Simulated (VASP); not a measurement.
Here is a VASP 6.6.1 calculation.

INCAR

```
ALGO = Normal
EDIFF = 1E-7
ENCUT = 520
GGA = PE
ISIF = 2
ISMEAR = 0
LASPH = T
LCHARG = F
LREAL = F
LWAVE = F
NBANDS = 36
NELM = 100
PREC = Accurate
SIGMA = 0.1
```

The input KPOINTS:

```
k-points
0
Gamma
  6 6 2
```

POSCAR

```
Ga3AsN2
1.0
    3.1962436392      0.0000000026      0.0000000000
   -1.5981218218      2.7680281870      0.0000000000
    0.0000000000      0.0000000000      8.8190627784
Ga As N
3 1 2
Direct
    0.6666666667      0.3333333333      0.7735834753
    0.0000000000      0.0000000000      0.5000000000
    0.3333333333      0.6666666667      0.2264165247
    0.0000000000      0.0000000000      0.0000000000
    0.3333333333      0.6666666667      0.6464019569
    0.6666666667      0.3333333333      0.3535980431
```

Potentials or basis: VASP PAW PBE potentials, release 64 (Ga_d, As, N).

The run is started by

```console
$ cat potpaw_PBE.64/Ga_d/POTCAR potpaw_PBE.64/As/POTCAR potpaw_PBE.64/N/POTCAR > POTCAR
$ mpirun -np 1 vasp_std > vasp.out
```

Task: Predict the largest force.

Result: 0.025 eV/Å.

Task: Predict the band gap on the k mesh.

Result: Zero (band 27 reaches 8.97 eV, above the bottom of band 28 at 7.00 eV).

Task: What does it give for the pressure?

Result: 0.4 GPa.

Forces on the atoms (eV/Å):
```
Ga   0.000  0.000  0.025
Ga   0.000  0.000  0.000
Ga   0.000  0.000 -0.025
As   0.000  0.000  0.000
N    0.000  0.000 -0.017
N    0.000  0.000  0.017
```

Caveat: the k points lie up to 0.38 Å⁻¹ apart.
